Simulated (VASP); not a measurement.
Here is a VASP 6.6.1 calculation.

File POSCAR:

```
BN
1.0
    2.4497862688      0.0000000000      0.0000000000
   -1.2248931344      2.1215771426      0.0000000000
    0.0000000000      0.0000000000      6.7524144953
B N
2 2
Direct
    0.3333333333      0.6666666667      0.2500000000
    0.6666666667      0.3333333333      0.7500000000
    0.6666666667      0.3333333333      0.2500000000
    0.3333333333      0.6666666667      0.7500000000
```

The input INCAR.step1:

```
SYSTEM = BN
PREC = Accurate
ENCUT = 520
ISMEAR = 0
SIGMA = 0.01
LREAL = .False.
LASPH = .True.
NELM = 80
NBANDS = 16
GGA = PE
ALGO = Normal
EDIFF = 1E-4
LWAVE = .True.
LCHARG = .False.
```

INCAR.step2

```
SYSTEM = BN
PREC = Accurate
ENCUT = 520
EDIFF = 1E-6
ISMEAR = 0
SIGMA = 0.01
LREAL = .False.
LASPH = .True.
NELM = 80
ALGO = Normal
ISIF = 2
LWAVE = .False.
LCHARG = .False.
METAGGA = R2SCAN
LMIXTAU = .True.
NBANDS = 16
ISTART = 1
```

KPOINTS

```
regular mesh
0
Gamma
  9 9 4
  0 0 0
```

Potentials or basis: VASP PAW PBE potentials, release 64 (B, N).

Run with:

```sh
$ cat potpaw_PBE.64/B/POTCAR potpaw_PBE.64/N/POTCAR > POTCAR
$ cp INCAR.step1 INCAR
$ mpirun -np 1 vasp_std > vasp.out
$ cp INCAR.step2 INCAR
$ mpirun -np 1 vasp_std > vasp.out
```

(1) What does it give for the pressure?

(2) Predict the band gap on the k mesh.

## Answers

(1) 17.0 GPa.

(2) 5.16 eV, indirect (least direct gap 5.54 eV).

Caveat: the PAW data sets were made with another functional, which shifts forces and pressure a little.
